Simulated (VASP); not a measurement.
# Sb (Im-3m) in VASP: notebook, part 2 of 2

VASP 6.6.1. The steps go on from the part before.

**3. Relaxation of cell and atoms, LDA, target pressure 60 GPa, at which the enthalpy is minimised**

Contents of INCAR:

```
ALGO     = Normal         # electronic algorithm
EDIFF    = 1E-7           # SCF threshold, eV
EDIFFG   = -0.01          # ionic threshold
ENCUT    = 500            # plane-wave cutoff, eV
GGA      = CA             # functional
GGA_COMPAT= False        
IBRION   = 2              # ionic algorithm
ISIF     = 3              # what is computed and relaxed
ISMEAR   = -1             # smearing method
LASPH    = True           # aspherical terms in the spheres
LCHARG   = False          # write CHGCAR
LREAL    = False          # projectors in reciprocal space
LWAVE    = False          # write WAVECAR
NELM     = 120            # most SCF steps
NELMIN   = 4            
NSW      = 80             # ionic steps
PREC     = Accurate       # precision mode
PSTRESS  = 600.0        
SIGMA    = 0.1            # smearing width, eV
```

Contents of KPOINTS:

```
k-points
0
Gamma
  9 9 9
```

Contents of POSCAR:

```
Sb
1.0
   -1.7250000000      1.7250000000      1.7250000000
    1.7250000000     -1.7250000000      1.7250000000
    1.7250000000      1.7250000000     -1.7250000000
Sb
1
Direct
    0.0000000000      0.0000000000      0.0000000000
```

Potentials or basis: VASP PAW LDA potentials, release 64 (Sb).

The run is started by

```console
$ cat potpaw_LDA.64/Sb/POTCAR > POTCAR
$ mpirun -np 1 vasp_std > vasp.out
```

OUTCAR:

```text
EDIFF = 1E-7
   EDIFFG = -0.01
   ENCUT = 500
   GGA = CA
   IBRION = 2
   ISIF = 3
   ISMEAR = -1
   LASPH = True
   LREAL = False
   NELM = 120
   NELMIN = 4
   NSW = 80
   PREC = Accurate
   PSTRESS = 600.0

 ion  position               nearest neighbor table
   1  0.000  0.000  0.000-

  LATTYP: Found a body centered cubic cell.
 ALAT       =     3.4500000000

  Lattice vectors:

 A1 = (  -1.7250000000,   1.7250000000,   1.7250000000)
 A2 = (   1.7250000000,  -1.7250000000,   1.7250000000)
 A3 = (   1.7250000000,   1.7250000000,  -1.7250000000)

Analysis of symmetry for initial positions (statically):
=====================================================================
 Subroutine PRICEL returns:
 Original cell was already a primitive cell.

 Routine SETGRP: Setting up the symmetry group for a
 body centered cubic supercell.

 Subroutine GETGRP returns: Found 48 space group operations
 (whereof 48 operations were pure point group operations)
 out of a pool of 48 trial point group operations.

The static configuration has the point symmetry O_h .

Analysis of symmetry for dynamics (positions and initial velocities):
=====================================================================
 Subroutine PRICEL returns:
 Original cell was already a primitive cell.

 Routine SETGRP: Setting up the symmetry group for a
 body centered cubic supercell.

 Subroutine GETGRP returns: Found 48 space group operations
 (whereof 48 operations were pure point group operations)
 out of a pool of 48 trial point group operations.

The dynamic configuration has the point symmetry O_h .

 Subroutine INISYM returns: Found 48 space group operations
 (whereof 48 operations are pure point group operations),
 and found     1 'primitive' translations

----------------------------------------------------------------------------------------

                                     Primitive cell

  volume of cell :      20.5318

  direct lattice vectors                    reciprocal lattice vectors
    -1.725000000  1.725000000  1.725000000     0.000000000  0.289855072  0.289855072
     1.725000000 -1.725000000  1.725000000     0.289855072  0.000000000  0.289855072
     1.725000000  1.725000000 -1.725000000     0.289855072  0.289855072  0.000000000

  length of vectors
     2.987787643  2.987787643  2.987787643     0.409916975  0.409916975  0.409916975

  position of ions in fractional coordinates (direct lattice)
     0.000000000  0.000000000  0.000000000

  ion indices of the primitive-cell ions
   primitive index   ion index
                 1           1

----------------------------------------------------------------------------------------

 KPOINTS: k-points

Automatic generation of k-mesh.
 Grid dimensions read from file:
 generate k-points for:    9    9    9

 Generating k-lattice:

  Cartesian coordinates                     Fractional coordinates (reciprocal lattice)
[... 20 lines left out ...]
  0.333333  0.000000  0.000000     12.000000
  0.444444  0.000000  0.000000     12.000000
  0.111111  0.111111  0.000000     24.000000
[... 16 lines left out ...]
 -0.333333  0.444444  0.111111     48.000000
 -0.444444 -0.444444  0.111111     24.000000
 [... further k-points ...]
   k-points           NKPTS =     35   k-points in BZ     NKDIM =     35   number of bands    NBANDS=      6
   number of dos      NEDOS =    301   number of ions     NIONS =      1
   total plane-waves  NPLWV =  13824
   dimension x,y,z NGX =    24 NGY =   24 NGZ =   24
   dimension x,y,z NGXF=    48 NGYF=   48 NGZF=   48
   ions per type =               1
   NGX,Y,Z   is equivalent  to a cutoff of  13.35, 13.35, 13.35 a.u.
   NGXF,Y,Z  is equivalent  to a cutoff of  26.71, 26.71, 26.71 a.u.
 SYSTEM =  unknown system
   PREC   = accura    normal or accurate (medium, high low for compatibility)
   ISTART =      0    job   : 0-new  1-cont  2-samecut
   ICHARG =      2    charge: 1-file 2-atom 10-const
   ISPIN  =      1    spin polarized calculation?
   LNONCOLLINEAR =      F non collinear calculations
   LSORBIT =      F    spin-orbit coupling
   LASPH  =      T    aspherical Exc in radial PAW
   ENCUT  =  500.0 eV  36.75 Ry    6.06 a.u.   5.45  5.45  5.45*2*pi/ulx,y,z
   NELM   =    120;   NELMIN=  4; NELMDL= -5     # of ELM steps
   EDIFF  = 0.1E-06   stopping-criterion for ELM
   LREAL  =      F    real-space projection
   EDIFFG = -.1E-01   stopping-criterion for IOM
   NSW    =     80    number of steps for IOM
   IBRION =      2    ionic relax: 0-MD 1-quasi-New 2-CG
   NFREE  =      1    steps in history (QN), initial steepest desc. (CG)
   ISIF   =      3    stress and relaxation
   ISYM   =      2    0-nonsym 1-usesym 2-fastsym
   POTIM  = 0.5000    time-step for ionic-motion
   TEBEG  =    0.0;   TEEND  =   0.0 temperature during run
   PSTRESS=  600.0 pullay stress
   NELECT =       5.0000    total number of electrons
   NUPDOWN=      -1.0000    fix difference up-down
   EMIN   =  10.00;   EMAX   =-10.00  energy-range for DOS
   EFERMI =   0.00;   METHOD = LEGACY
   ISMEAR =    -1;   SIGMA  =   0.10  broadening in eV -4-tet -1-fermi 0-gaus
   EFERMI_NEDOS =   21; number of points for ismear=-14 and -15
   IALGO  =     38    algorithm
   IMIX   =      4    mixing-type and parameters
     AMIX     =   0.40;   BMIX     =  1.00
     AMIX_MAG =   1.60;   BMIX_MAG =  1.00
  volume/ion in A,a.u.               =      20.53       138.56
  Fermi-wavevector in a.u.,A,eV,Ry     =   1.022325  1.931915 14.220113  1.045149
  Thomas-Fermi vector in A             =   2.155998
   LORBIT       =      0    0 simple, 1 ext, 2 COOP (PROOUT), +10 PAW based schemes
   GGA     = CA    functional components
   LHFCALC =     F    Hartree Fock is set to
   AEXX    =    0.0000 exact exchange contribution
   IVDW    =     0    specifies the selected vdW correction
   LEPSILON=     F    determine dielectric tensor
   LRPA    =     F    only Hartree local field effects (RPA)
 conjugate gradient relaxation of ions
 non-spin polarized calculation
  energy-cutoff  :      500.00
  volume of cell :       20.53
 maximum number of plane-waves:       531
 NGX is ok and might be reduce to    24
   NGX = 11   NGY = 11   NGZ = 11

--------------------------------------- Ionic step        1  -------------------------------------------

 number of electron       5.0000000 magnetization

 Free energy of the ion-electron system (eV)
  ---------------------------------------------------
  ext. energy  EPLUGINS =         0.00000000
  ---------------------------------------------------
  free energy    TOTEN  =        -4.30369321 eV

  energy without entropy =       -4.28853481  energy(sigma->0) =       -4.29611401

------------------------ aborting loop because EDIFF is reached ----------------------------------------

  FORCE on cell =-STRESS in cart. coord.  units (eV):
  Direction    XX          YY          ZZ          XY          YZ          ZX
  --------------------------------------------------------------------------------------
  -------------------------------------------------------------------------------------
  Total        3.4369566      3.4369566      3.4369566      0.0000000      0.0000000     -0.0000000
  in kB      268.1991116    268.1991116    268.1991116      0.0000000      0.0000000     -0.0000000
  external PRESSURE =    -331.8008884 kB  Pullay stress =     600.0000000 kB
[... 135 lines left out ...]
--------------------------------------- Ionic step        5  -------------------------------------------

 number of electron       5.0000000 magnetization

 Free energy of the ion-electron system (eV)
  ---------------------------------------------------
  ext. energy  EPLUGINS =         0.00000000
  ---------------------------------------------------
  free energy    TOTEN  =        -3.60142269 eV

  energy without entropy =       -3.58656922  energy(sigma->0) =       -3.59399595

 E-fermi :  15.1658     XC(G=0): -12.2347

 val. band max:       14.8913811372   @ k =   0.2222   0.2222   0.1111
 cond. band min:      15.2493060694   @ k =   0.2222   0.1111   0.1111
 fundamental gap:      0.3579249322
 Fermi energy:        15.1657751905

 k-point     1 :       0.0000    0.0000    0.0000
  band No.  band energies     occupation
      1      -1.9612      2.00000
      2      24.3885      0.00000
      3      24.3885      0.00000
      4      24.3885      0.00000
      5      26.7786      0.00000
      6      26.7786      0.00000
[... 199 lines left out ...]
 k-point    24 :      -0.4444   -0.4444    0.1111
  band No.  band energies     occupation
      1       5.9734      2.00000
      2       7.3834      2.00000
      3      13.4148      2.00000
      4      19.4619      0.00000
      5      23.5146      0.00000
      6      25.9705      0.00000

 [... further k-points ...]

------------------------ aborting loop because EDIFF is reached ----------------------------------------

  FORCE on cell =-STRESS in cart. coord.  units (eV):
  Direction    XX          YY          ZZ          XY          YZ          ZX
  --------------------------------------------------------------------------------------
  -------------------------------------------------------------------------------------
  Total        6.6859225      6.6859225      6.6859225      0.0000000      0.0000000      0.0000000
  in kB      600.8218512    600.8218512    600.8218512      0.0000000      0.0000000      0.0000000
  external PRESSURE =       0.8218512 kB  Pullay stress =     600.0000000 kB
[... 20 lines left out ...]
  energy  without entropy=       -3.5865692184  energy(sigma->0) =       -3.59399595

  enthalpy is  TOTEN    =         3.0753542817 eV   P V=        6.6767769732

 reached required accuracy - stopping structural energy minimisation
```

Run time: 18 s. Hardware: 1 thread of Intel Xeon 8259CL, shared host; peak memory 0.14 GiB.

What came out:

| Quantity | Value |
| --- | --- |
| Free energy | -3.6014 eV |
| Relaxed volume | 17.83 Å³/atom |
| Relaxed cell | a = 2.850 Å, b = 2.850 Å, c = 2.850 Å, α = 109.47°, β = 109.47°, γ = 109.47° |
| Space group after relaxing (to 0.05 Å) | Im-3m (No. 229) |
| Energy change on relaxing (the enthalpy is what falls) | +702.3 meV/atom |
| Ionic steps | 5 |
| Pressure after relaxing | 60.1 GPa |

Step by step:
```tsv
step	energy change (eV)	largest force (eV/Å)	pressure (GPa)	volume (Å³)
1	0.0000	0.0000	26.82	20.53
2	10.7816	0.0000	550.66	10.31
3	0.5089	0.0000	51.27	18.39
4	0.6076	0.0000	55.78	18.09
5	0.7023	0.0000	60.08	17.83
```

Final structure:
```
Sb
1.0
    -1.64572    1.64572    1.64572
     1.64572   -1.64572    1.64572
     1.64572    1.64572   -1.64572
Sb
1
Direct
  0.00000 0.00000 0.00000
```

Caveat: the cell is relaxed towards a set pressure, so the enthalpy falls and the energy may rise; spin-orbit coupling is left out, which moves the levels of the heavy elements.
